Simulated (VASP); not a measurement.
# AlN (F-43m) in VASP: further runs, part 2 of 2

VASP 6.6.1.

## Step 3: G0W0 quasiparticle levels, PBE

Contents of POSCAR:

```
AlN
1.0
    0.0000000000      2.1848764855      2.1848764855
    2.1848764855      0.0000000000      2.1848764855
    2.1848764855      2.1848764855      0.0000000000
Al N
1 1
Direct
    0.0000000000      0.0000000000      0.0000000000
    0.7500000000      0.7500000000      0.7500000000
```

Contents of INCAR.step1:

```
SYSTEM = AlN
  PREC = Accurate
  ENCUT = 500
  EDIFF = 1E-8
  ISMEAR = 0
  SIGMA = 0.01
  LREAL = .FALSE.
  LASPH = .TRUE.
  NELM = 100
  ALGO = Normal
  LWAVE = .TRUE.
  LCHARG = .FALSE.
  GGA = PE
```

Contents of INCAR.step2:

```
SYSTEM = AlN
  PREC = Accurate
  ENCUT = 500
  EDIFF = 1E-8
  ISMEAR = 0
  SIGMA = 0.01
  LREAL = .FALSE.
  LASPH = .TRUE.
  NELM = 1
  ALGO = Exact
  LWAVE = .TRUE.
  LCHARG = .FALSE.
  GGA = PE
  NBANDS = 64
  LOPTICS = .TRUE.
  ISTART = 1
```

Contents of INCAR.step3:

```
SYSTEM = AlN
  PREC = Accurate
  ENCUT = 500
  EDIFF = 1E-8
  ISMEAR = 0
  SIGMA = 0.01
  LREAL = .FALSE.
  LASPH = .TRUE.
  ALGO = EVGW0
  LWAVE = .FALSE.
  LCHARG = .FALSE.
  GGA = PE
  NELMGW = 1
  NBANDS = 64
  ENCUTGW = 80.0
  NOMEGA = 48
  PRECFOCK = Fast
  ISTART = 1
  NBANDSGW = 12
```

Contents of KPOINTS:

```
regular mesh
0
G
  4 4 4
  0 0 0
```

Potentials or basis: VASP PAW PBE potentials, release 64 (Al_GW, N_GW).

The run is started by

```bash
cat potpaw_PBE.64/Al_GW/POTCAR potpaw_PBE.64/N_GW/POTCAR > POTCAR
cp INCAR.step1 INCAR
mpirun -np 1 vasp_std > vasp.out
cp INCAR.step2 INCAR
mpirun -np 1 vasp_std > vasp.out
cp INCAR.step3 INCAR
mpirun -np 1 vasp_std > vasp.out
```

OUTCAR:

```text
SYSTEM = AlN
   PREC = Accurate
   ENCUT = 500
   EDIFF = 1E-8
   ISMEAR = 0
   LREAL = .FALSE.
   LASPH = .TRUE.
   GGA = PE
   NELMGW = 1
   ENCUTGW = 80.0
   PRECFOCK = Fast
   ISTART = 1

 ion  position               nearest neighbor table
   1  0.000  0.000  0.000-   2 1.89   2 1.89   2 1.89   2 1.89
   2  0.750  0.750  0.750-   1 1.89   1 1.89   1 1.89   1 1.89

  LATTYP: Found a face centered cubic cell.
 ALAT       =     4.3697529710

  Lattice vectors:

 A1 = (   0.0000000000,   2.1848764855,   2.1848764855)
 A2 = (   2.1848764855,   0.0000000000,   2.1848764855)
 A3 = (   2.1848764855,   2.1848764855,   0.0000000000)

Analysis of symmetry for initial positions (statically):
[... 151 lines left out ...]
   NELMGW              =     1    number of iterations in solving QP/BSE equation
   NELMHF              =     1    number of iterations in the inner HF iteration
   NKREDLFX            =     1    NKREDLFY  =   1   NKREDLFZ  =   1
 non-spin polarized calculation
 Gauss-broadening in eV      SIGMA  =   0.01
  energy-cutoff  :      500.00
  volume of cell :       20.86
 maximum number of plane-waves:       544
 NGX is ok and might be reduce to    24
  NGX = 14; NGY = 14; NGZ = 14
   NGX = 11   NGY = 11   NGZ = 11
 maximum number of plane-waves:        40
 NGX is ok and might be reduce to    10

 QP shifts <psi_nk| G(iteration)W_0 |psi_nk>: iteration 1
 for sc-GW calculations column KS-energies equals QP-energies in previous step
 and V_xc(KS)=  KS-energies - (<T + V_ion + V_H > + <T+V_H+V_ion>^1  + <V_x>^1)

 k-point   1 :       0.0000    0.0000    0.0000
  band No.  KS-energies  QP-energies   sigma(KS)   V_xc(KS)     V^pw_x(r,r')   Z            occupation Imag(sigma)

      1     -10.0190     -11.3097     -16.5947     -14.7838     -24.7534       0.7127       2.0000       1.2867
      2       4.9672       4.3875     -17.4962     -16.7525     -20.8949       0.7794       2.0000       0.1188
      3       4.9672       4.3875     -17.4962     -16.7525     -20.8949       0.7794       2.0000       0.1188
      4       4.9672       4.3875     -17.4962     -16.7525     -20.8949       0.7794       2.0000       0.1188
      5       9.1364       9.8921     -11.5552     -12.4955      -7.6583       0.8038       0.0000      -0.0969
      6      17.4795      18.4766      -9.0165     -10.2687      -4.0096       0.7963       0.0000      -0.1627
      7      17.4795      18.4766      -9.0165     -10.2687      -4.0096       0.7963       0.0000      -0.1627
      8      17.4795      18.4766      -9.0165     -10.2687      -4.0096       0.7963       0.0000      -0.1627
      9      22.6118      23.6818      -9.0895     -10.4456      -3.6806       0.7891       0.0000      -0.3101
     10      22.6118      23.6818      -9.0895     -10.4456      -3.6806       0.7891       0.0000      -0.3101
     11      24.0093      24.5678      -8.9199      -9.6358      -2.5812       0.7801       0.0000      -0.8272
     12      24.0093      24.5678      -8.9199      -9.6358      -2.5812       0.7801       0.0000      -0.8272
[... 100 lines left out ...]
      1      -7.2765      -8.4278     -18.4788     -16.8778     -26.2638       0.7191       2.0000       0.8769
      2       1.1731       0.1737     -15.3309     -13.9998     -19.2330       0.7508       2.0000       0.1917
      3       1.5230       0.4837     -15.3121     -13.9332     -19.0964       0.7537       2.0000       0.1762
      4       2.2595       1.3024     -15.0184     -13.7720     -18.3962       0.7679       2.0000       0.1470
      5      10.9946      11.7927     -10.7716     -11.7747      -6.8261       0.7955       0.0000      -0.1061
      6      16.3738      17.4016     -10.6275     -11.9308      -5.8346       0.7886       0.0000      -0.1587
      7      16.9024      17.7395      -9.3617     -10.4264      -4.0297       0.7862       0.0000      -0.2263
      8      17.1081      18.5975     -11.7463     -13.6738      -6.6466       0.7727       0.0000      -0.1850
      9      22.1528      23.2283      -9.8284     -11.2561      -3.5281       0.7533       0.0000      -0.4599
     10      23.8339      24.7219      -9.5327     -10.6849      -3.3614       0.7707       0.0000      -0.5506
     11      29.9142      31.5745     -10.7668     -12.9284      -4.1151       0.7681       0.0000      -0.8841
     12      30.2328      31.5832     -10.4275     -12.1104      -4.0476       0.8024       0.0000      -1.0604
```

Wall time 90 s (1 thread of AMD EPYC 7R13, shared host); peak memory 0.16 GiB.

Results:

| Quantity | Value |
| --- | --- |
| Band gap on the k mesh, mean-field level | 3.29 eV, indirect (least direct gap 4.17 eV) |
| Quasiparticle gap | 4.31 eV |
| Least direct quasiparticle gap | 5.50 eV |

Caveat: the k points lie up to 0.62 Å⁻¹ apart; bands, screening cutoff and mesh are small and nothing is extrapolated, so the quasiparticle values aren't converged.
